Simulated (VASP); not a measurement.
Wanted: the native input for a VASP 6.6.1 run.

* Task: single point
* Functional: PBE
* Potentials or basis: VASP PAW PBE potentials, release 64 (Zn, S)
* Cutoff: 520 eV
* k mesh: 8 × 8 × 5
* Occupations: fermi-dirac, width 0.03 eV
* Spin: no spin polarisation
* Dipole correction: no
* Further INCAR settings: ALGO = Normal; EDIFF = 1e-06; NBANDS = 26

The structure of ZnS lies in POSCAR:

```
ZnS
1.0
    3.7594924842      0.0000000000      0.0000000000
   -1.8797462421      3.2558159966      0.0000000000
    0.0000000000      0.0000000000      6.1497464286
Zn S
2 2
Direct
    0.3333333333      0.6666666667      0.0000000000
    0.6666666667      0.3333333333      0.5000000000
    0.3333333333      0.6666666667      0.3850000000
    0.6666666667      0.3333333333      0.8850000000
```

This cell differs from its parent crystal: volume scaled by 0.96.

One way to write it, as run:

INCAR

```
SYSTEM = ZnS
PREC = Accurate
ENCUT = 520
EDIFF = 1E-6
ISMEAR = -1
SIGMA = 0.03
LREAL = .False.
LASPH = .True.
NELM = 60
ALGO = Normal
ISIF = 2
LWAVE = .False.
LCHARG = .False.
GGA = PE
NBANDS = 26
```

KPOINTS

```
regular mesh
0
Gamma
  8 8 5
  0 0 0
```

Potentials or basis: VASP PAW PBE potentials, release 64 (Zn, S).

The run is started by

```sh
$ cat potpaw_PBE.64/Zn/POTCAR potpaw_PBE.64/S/POTCAR > POTCAR
$ mpirun -np 1 vasp_std > vasp.out
```

Results of the run:

| Quantity | Value |
| --- | --- |
| Pressure | 6.0 GPa |
| Largest force | 0.375 eV/Å |
| Band gap on the k mesh | 2.45 eV, direct |

Run time: 47 s on 1 thread of Intel(R) Xeon(R) Platinum 8375C CPU @ 2.90GHz (Ice Lake), with other jobs on the host, peak memory 0.2 GiB.
